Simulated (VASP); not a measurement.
# Si (P6_3/mmc) in VASP: a series of runs

Runs on Si. Level: r2SCAN. Tasks: single point, relaxation of cell and atoms.

Program: VASP 6.6.1. These are calculated values, not measurements. Logs are shortened: lines on timing, memory, paths and dates and some standing lists are left out, and cuts for length are marked.

## Step 1: The cell of the first run

Symmetry: P6_3/mmc, No. 194, hexagonal system. The conventional cell has a = 2.643 Å, b = 2.643 Å, c = 4.534 Å, α = 90.00°, β = 90.00°, γ = 120.00°. Within 3.5 Å of Si (site symmetry -6m2) lie 12 Si at 2.64 to 2.73 Å.

This isn't the form of Si at room conditions, which is diamond.

## Step 2: Single point, r2SCAN

POSCAR

```
Si
1.0
    2.6431866893      0.0000000000      0.0000000000
   -1.3215933446      2.2890668199      0.0000000000
    0.0000000000      0.0000000000      4.5343511356
Si
2
Direct
    0.3333333333      0.6666666667      0.2500000000
    0.6666666667      0.3333333333      0.7500000000
```

INCAR.step1

```
SYSTEM = Si
PREC = Accurate ; ENCUT = 520
ISMEAR = 0 ; SIGMA = 0.1
LREAL = .False. ; LASPH = .True.
NELM = 100 ; NBANDS = 11
GGA = PE ; ALGO = Normal
EDIFF = 1E-4 ; LWAVE = .True.
LCHARG = .False.
```

INCAR.step2

```
SYSTEM = Si
PREC = Accurate ; ENCUT = 520
EDIFF = 1E-6 ; ISMEAR = 0
SIGMA = 0.1 ; LREAL = .False.
LASPH = .True. ; NELM = 100
ALGO = Normal ; ISIF = 2
LWAVE = .False. ; LCHARG = .False.
METAGGA = R2SCAN ; LMIXTAU = .True.
NBANDS = 11 ; ISTART = 1
```

KPOINTS

```
Automatic mesh
0
Gamma
  24 24 12
  0 0 0
```

Potentials or basis: VASP PAW PBE potentials, release 64 (Si).

On the command line:

```bash
> cat potpaw_PBE.64/Si/POTCAR > POTCAR
> cp INCAR.step1 INCAR
> mpirun -np 1 vasp_std > vasp.out
> cp INCAR.step2 INCAR
> mpirun -np 1 vasp_std > vasp.out
```

OUTCAR:

```text
SYSTEM = Si
   PREC = Accurate
   ENCUT = 520
   EDIFF = 1E-6
   ISMEAR = 0
   LREAL = .False.
   LASPH = .True.
   NELM = 100
   ISIF = 2
   METAGGA = R2SCAN
   ISTART = 1

 ion  position               nearest neighbor table
   1  0.333  0.667  0.250-   2 2.73   2 2.73   2 2.73   2 2.73   2 2.73   2 2.73
   2  0.667  0.333  0.750-   1 2.73   1 2.73   1 2.73   1 2.73   1 2.73   1 2.73

  LATTYP: Found a hexagonal cell.
 ALAT       =     2.6431866893
 C/A-ratio  =     1.7154865201

  Lattice vectors:

 A1 = (   2.6431866893,   0.0000000000,   0.0000000000)
 A2 = (  -1.3215933446,   2.2890668199,   0.0000000000)
 A3 = (   0.0000000000,   0.0000000000,   4.5343511356)

Analysis of symmetry for initial positions (statically):
=====================================================================
 Subroutine PRICEL returns:
 Original cell was already a primitive cell.

 Routine SETGRP: Setting up the symmetry group for a
 hexagonal supercell.

 Subroutine GETGRP returns: Found 24 space group operations
 (whereof 12 operations were pure point group operations)
 out of a pool of 24 trial point group operations.

The static configuration has the point symmetry D_3d.
 The point group associated with its full space group is D_6h.

Analysis of symmetry for dynamics (positions and initial velocities):
=====================================================================
 Subroutine PRICEL returns:
 Original cell was already a primitive cell.

 Routine SETGRP: Setting up the symmetry group for a
 hexagonal supercell.

 Subroutine GETGRP returns: Found 24 space group operations
 (whereof 12 operations were pure point group operations)
 out of a pool of 24 trial point group operations.

The dynamic configuration has the point symmetry D_3d.
 The point group associated with its full space group is D_6h.

 Subroutine INISYM returns: Found 24 space group operations
 (whereof 12 operations are pure point group operations),
 and found     1 'primitive' translations

----------------------------------------------------------------------------------------

                                     Primitive cell

  volume of cell :      27.4348

  direct lattice vectors                    reciprocal lattice vectors
     2.643186689  0.000000000  0.000000000     0.378331203  0.218429622  0.000000000
    -1.321593345  2.289066820  0.000000000     0.000000000  0.436859244  0.000000000
     0.000000000  0.000000000  4.534351136     0.000000000  0.000000000  0.220538721

  length of vectors
     2.643186689  2.643186689  4.534351136     0.436859244  0.436859244  0.220538721

  position of ions in fractional coordinates (direct lattice)
     0.333333333  0.666666667  0.250000000
     0.666666667  0.333333333  0.750000000

  ion indices of the primitive-cell ions
   primitive index   ion index
                 1           1
                 2           2

----------------------------------------------------------------------------------------

 KPOINTS: Automatic mesh

Automatic generation of k-mesh.
 Grid dimensions read from file:
 generate k-points for:   24   24   12

 Generating k-lattice:

  Cartesian coordinates                     Fractional coordinates (reciprocal lattice)
     0.015763800  0.009101234  0.000000000     0.041666667  0.000000000  0.000000000
     0.000000000  0.018202468  0.000000000     0.000000000  0.041666667  0.000000000
     0.000000000  0.000000000  0.018378227     0.000000000  0.000000000  0.083333333

  Length of vectors
     0.018202468  0.018202468  0.018378227

  Shift w.r.t. Gamma in fractional coordinates (k-lattice)
     0.000000000  0.000000000  0.000000000

 Subroutine IBZKPT returns following result:
 ===========================================

 Found    427 irreducible k-points:

 Following reciprocal coordinates:
            Coordinates               Weight
  0.000000  0.000000  0.000000      1.000000
  0.041667 -0.000000  0.000000      6.000000
  0.083333 -0.000000  0.000000      6.000000
  0.125000 -0.000000  0.000000      6.000000
  0.166667 -0.000000  0.000000      6.000000
  0.208333  0.000000  0.000000      6.000000
[... 16 lines left out ...]
  0.416667  0.041667  0.000000     12.000000
  0.458333  0.041667  0.000000     12.000000
 [... further k-points ...]
   k-points           NKPTS =    427   k-points in BZ     NKDIM =    427   number of bands    NBANDS=     11
   number of dos      NEDOS =    301   number of ions     NIONS =      2
   total plane-waves  NPLWV =  14400
   dimension x,y,z NGX =    20 NGY =   20 NGZ =   36
   dimension x,y,z NGXF=    40 NGYF=   40 NGZF=   72
   ions per type =               2
   NGX,Y,Z   is equivalent  to a cutoff of  12.58, 12.58, 13.20 a.u.
   NGXF,Y,Z  is equivalent  to a cutoff of  25.16, 25.16, 26.40 a.u.
 SYSTEM =  Si
   PREC   = accura    normal or accurate (medium, high low for compatibility)
   ISTART =      1    job   : 0-new  1-cont  2-samecut
   ICHARG =      0    charge: 1-file 2-atom 10-const
   ISPIN  =      1    spin polarized calculation?
   LNONCOLLINEAR =      F non collinear calculations
   LSORBIT =      F    spin-orbit coupling
   LASPH  =      T    aspherical Exc in radial PAW
   ENCUT  =  520.0 eV  38.22 Ry    6.18 a.u.   4.91  4.91  8.43*2*pi/ulx,y,z
   NELM   =    100;   NELMIN=  2; NELMDL=  0     # of ELM steps
   EDIFF  = 0.1E-05   stopping-criterion for ELM
   LREAL  =      F    real-space projection
   EDIFFG = 0.1E-04   stopping-criterion for IOM
   NSW    =      0    number of steps for IOM
   IBRION =     -1    ionic relax: 0-MD 1-quasi-New 2-CG
   NFREE  =      0    steps in history (QN), initial steepest desc. (CG)
   ISIF   =      2    stress and relaxation
   ISYM   =      2    0-nonsym 1-usesym 2-fastsym
   POTIM  = 0.5000    time-step for ionic-motion
   TEBEG  =    0.0;   TEEND  =   0.0 temperature during run
   PSTRESS=    0.0 pullay stress
   NELECT =       8.0000    total number of electrons
   NUPDOWN=      -1.0000    fix difference up-down
   EMIN   =  10.00;   EMAX   =-10.00  energy-range for DOS
   EFERMI =   0.00;   METHOD = LEGACY
   ISMEAR =     0;   SIGMA  =   0.10  broadening in eV -4-tet -1-fermi 0-gaus
   EFERMI_NEDOS =   21; number of points for ismear=-14 and -15
   IALGO  =     38    algorithm
   IMIX   =      4    mixing-type and parameters
     AMIX     =   0.40;   BMIX     =  1.00
     AMIX_MAG =   1.60;   BMIX_MAG =  1.00
  volume/ion in A,a.u.               =      13.72        92.57
  Fermi-wavevector in a.u.,A,eV,Ry     =   1.085603  2.051492 16.034925  1.178534
  Thomas-Fermi vector in A             =   2.221720
   LORBIT       =      0    0 simple, 1 ext, 2 COOP (PROOUT), +10 PAW based schemes
   METAGGA = R2SCAN    functional components
   LHFCALC =     F    Hartree Fock is set to
   AEXX    =    0.0000 exact exchange contribution
   IVDW    =     0    specifies the selected vdW correction
   LEPSILON=     F    determine dielectric tensor
   LRPA    =     F    only Hartree local field effects (RPA)
 non-spin polarized calculation
 Gauss-broadening in eV      SIGMA  =   0.10
  energy-cutoff  :      520.00
  volume of cell :       27.43
 maximum number of plane-waves:       768
 NGX is ok and might be reduce to    20
   NGX =  9   NGY =  9   NGZ = 17

 number of electron       8.0000001 magnetization

 Free energy of the ion-electron system (eV)
  ---------------------------------------------------
  ext. energy  EPLUGINS =         0.00000000
  ---------------------------------------------------
  free energy    TOTEN  =       -16.14281784 eV

  energy without entropy =      -16.13934885  energy(sigma->0) =      -16.14108334

 E-fermi :  10.9548     XC(G=0): -12.2020

 val. band max:       10.9543735832   @ k =   0.3750   0.0000   0.2500
 cond. band min:      10.9558822818   @ k =   0.2083   0.1667   0.3333
 fundamental gap:      0.0015086986
 Fermi energy:        10.9547532512

 k-point     1 :       0.0000    0.0000    0.0000
  band No.  band energies     occupation
      1      -4.9669      2.00000
      2       1.9990      2.00000
      3       2.8625      2.00000
      4      21.0446      0.00000
      5      21.0446      0.00000
      6      22.1839      0.00000
      7      22.1839      0.00000
      8      22.2950      0.00000
      9      22.3534      0.00000
     10      25.6848      0.00000
     11      26.4130      0.00000

 k-point     2 :       0.0417   -0.0000    0.0000
  band No.  band energies     occupation
      1      -4.9157      2.00000
      2       2.0492      2.00000
      3       2.9110      2.00000
      4      20.0259      0.00000
      5      20.4568      0.00000
      6      21.7972      0.00000
      7      22.2977      0.00000
      8      22.8328      0.00000
      9      23.1012      0.00000
     10      25.3505      0.00000
     11      25.7234      0.00000

 k-point     3 :       0.0833   -0.0000    0.0000
  band No.  band energies     occupation
      1      -4.7622      2.00000
      2       2.1996      2.00000
      3       3.0568      2.00000
      4      18.2926      0.00000
      5      19.5930      0.00000
      6      21.3414      0.00000
      7      22.2755      0.00000
      8      23.4712      0.00000
      9      23.7611      0.00000
     10      24.0702      0.00000
     11      25.0910      0.00000
[... 267 lines left out ...]
 k-point    23 :       0.4167    0.0417    0.0000
  band No.  band energies     occupation
      1       0.6308      2.00000
      2       4.2035      2.00000
      3       7.5044      2.00000
      4       8.1252      2.00000
      5      10.9560      0.98600
      6      11.9869      0.00000
      7      14.4460      0.00000
      8      18.4986      0.00000
      9      20.1891      0.00000
     10      22.2696      0.00000
     11      24.5554      0.00000

 k-point    24 :       0.4583    0.0417    0.0000
  band No.  band energies     occupation
      1       1.6922      2.00000
      2       2.9722      2.00000
      3       8.4774      2.00000
      4       8.9466      2.00000
      5       9.8013      2.00000
      6      10.9810      0.71079
      7      14.3533      0.00000
      8      18.4097      0.00000
      9      20.1080      0.00000
     10      22.1762      0.00000
     11      24.5052      0.00000

 [... further k-points ...]

------------------------ aborting loop because EDIFF is reached ----------------------------------------

  FORCE on cell =-STRESS in cart. coord.  units (eV):
  Direction    XX          YY          ZZ          XY          YZ          ZX
  --------------------------------------------------------------------------------------
  -------------------------------------------------------------------------------------
  Total        0.0029687      0.0029687      0.0116091      0.0000000      0.0000000      0.0000000
  in kB        0.1733702      0.1733702      0.6779665      0.0000000      0.0000000      0.0000000
  external PRESSURE =       0.3415690 kB  Pullay stress =       0.0000000 kB

 VOLUME and BASIS-vectors are now :
 -----------------------------------------------------------------------------
  energy-cutoff  :      520.00
  volume of cell :       27.43
      direct lattice vectors                 reciprocal lattice vectors
     2.643186689  0.000000000  0.000000000     0.378331203  0.218429622  0.000000000
    -1.321593345  2.289066820  0.000000000     0.000000000  0.436859244  0.000000000
     0.000000000  0.000000000  4.534351136     0.000000000  0.000000000  0.220538721

 POSITION                                       TOTAL-FORCE (eV/Angst)
 -----------------------------------------------------------------------------------
     -0.00000      1.52604      1.13359         0.000000      0.000000      0.000000
      1.32159      0.76302      3.40076        -0.000000      0.000000      0.000000
 -----------------------------------------------------------------------------------
    total drift:                               -0.000000      0.000000     -0.000000

  FREE ENERGIE OF THE ION-ELECTRON SYSTEM (eV)
  ---------------------------------------------------
  free  energy   TOTEN  =       -16.1428178367 eV

  energy  without entropy=      -16.1393488488  energy(sigma->0) =      -16.14108334
```

It took 2.7 min on 1 thread of Intel Xeon 6975P-C (Granite Rapids), shared host; peak memory 0.22 GiB.

Results:

* Free energy: -16.1428 eV
* Pressure: 0.0 GPa
* Band gap on the k mesh: zero (bands 4 and 5 overlap by 14.19 eV)

Caveat: the PAW data sets were made with another functional, which shifts forces and pressure a little.

[end of part 1 of 2]

The gap in the log of VASP goes by the Fermi energy; the results here count the filled bands.